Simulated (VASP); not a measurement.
Wanted: the native input for a VASP 6.6.1 run.

```yaml
Task: density of states
Functional: PBE
Potentials_or_basis: VASP PAW PBE potentials, release 64 (Te, W_sv, S)
Cutoff: 520 eV
k_mesh: 10 × 10 × 10
Occupations: gaussian, width 0.1 eV
Spin: no spin polarisation
Dipole_correction: no
k_mesh_for_the_DOS: 15 × 15 × 15
Occupations_for_the_DOS: tetrahedron
Further_INCAR_settings: ALGO = Normal; EDIFF = 1e-07
```

Crystal: TeWS4.

```xyz
6
Lattice="0.0000 3.7180 3.7180 3.7180 0.0000 3.7180 3.7180 3.7180 0.0000" Properties=species:S:1:pos:R:3 pbc="T T T"
Te    1.8590    1.8590    1.8590
W     0.0000    0.0000    0.0000
S     4.6767    4.6767    4.6767
S     2.7593    2.7593    4.6767
S     2.7593    4.6767    2.7593
S     4.6767    2.7593    2.7593
```

One way to write it, as run:

POSCAR

```
TeWS4
1.0
    0.0000000000      3.7179775982      3.7179775982
    3.7179775982      0.0000000000      3.7179775982
    3.7179775982      3.7179775982      0.0000000000
Te W S
1 1 4
Direct
    0.2500000000      0.2500000000      0.2500000000
    0.0000000000      0.0000000000      0.0000000000
    0.6289252156      0.6289252156      0.6289252156
    0.6289252156      0.6289252156      0.1132243531
    0.6289252156      0.1132243531      0.6289252156
    0.1132243531      0.6289252156      0.6289252156
```

INCAR.step1

```
PREC     = Accurate       # precision mode
ENCUT    = 520            # plane-wave cutoff, eV
EDIFF    = 1E-7           # SCF threshold, eV
ISMEAR   = 0              # smearing method
SIGMA    = 0.1            # smearing width, eV
LREAL    = False          # projectors in reciprocal space
LASPH    = True           # aspherical terms in the spheres
NELM     = 100            # most SCF steps
ALGO     = Normal         # electronic algorithm
ISIF     = 2              # what is computed and relaxed
LWAVE    = False          # write WAVECAR
LCHARG   = True           # write CHGCAR
LMAXMIX  = 4              # l up to which the mixer works
GGA      = PE             # functional
NBANDS   = 31             # bands
```

KPOINTS.step1

```
Automatic mesh
0
Gamma
  10 10 10
```

INCAR.step2

```
PREC     = Accurate       # precision mode
ENCUT    = 520            # plane-wave cutoff, eV
EDIFF    = 1E-7           # SCF threshold, eV
ISMEAR   = -5             # smearing method
SIGMA    = 0.1            # smearing width, eV
LREAL    = False          # projectors in reciprocal space
LASPH    = True           # aspherical terms in the spheres
NELM     = 100            # most SCF steps
ALGO     = Normal         # electronic algorithm
ISIF     = 2              # what is computed and relaxed
LWAVE    = False          # write WAVECAR
LCHARG   = False          # write CHGCAR
LMAXMIX  = 4              # l up to which the mixer works
GGA      = PE             # functional
LORBIT   = 11             # projections on sites
NEDOS    = 1001           # points of the DOS
ICHARG   = 11             # starting density
```

KPOINTS.step2

```
Automatic mesh
0
Gamma
  15 15 15
```

Potentials or basis: VASP PAW PBE potentials, release 64 (Te, W_sv, S).

Command:

```sh
$ cat potpaw_PBE.64/Te/POTCAR potpaw_PBE.64/W_sv/POTCAR potpaw_PBE.64/S/POTCAR > POTCAR
$ cp INCAR.step1 INCAR
$ cp KPOINTS.step1 KPOINTS
$ mpirun -np 1 vasp_std > vasp.out
$ cp INCAR.step2 INCAR
$ cp KPOINTS.step2 KPOINTS
$ mpirun -np 1 vasp_std > vasp.out
```

It gave:

```yaml
Valence_electrons_inside_the_program's_atomic_spheres: Te 3.23; W 11.51; S 3.52
```

Caveat: spin-orbit coupling is left out, which moves the levels of the heavy elements.

It took 4.5 min on 1 thread of Intel(R) Xeon(R) Platinum 8488C (Sapphire Rapids), with other jobs on the host, peak memory 0.45 GiB.
